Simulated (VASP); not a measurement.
Runs of VASP 6.6.1 on AlO2 (fluorite type). The structure is that of space group Fm-3m (No. 225), or close to it. The cells are those of the table. 

```csv
cell,gap on the mesh (eV),pressure (GPa)
"a = 3.281 Å, angles 60.0°, 3 atoms",none,3.9
"a = 3.247 Å, angles 60.0°, 3 atoms",none,(a)
"a = 3.382 Å, angles 60.0°, 3 atoms",none,(b)
"a = 3.349 Å, angles 60.0°, 3 atoms",none,-9.7
"a = 3.316 Å, angles 60.0°, 3 atoms",none,-3.5
```

Alike in all rows: task single point; level r2SCAN; potentials or basis VASP PAW PBE potentials, release 64 (Al, O); no spin polarisation; k mesh 12 × 12 × 12; cutoff (eV) 660; smearing fermi-dirac 0.1 eV.

**Question.** Fill in the values left out.

**Answer.** (a) 12.5; (b) -15.1.

Caveats: the PAW data sets were made with another functional, which shifts forces and pressure a little; an odd number of electrons without spin polarisation forces a metal; a magnetic or distorted state may lie lower.

A gap of «none» marks levels without a gap at the run's occupations.
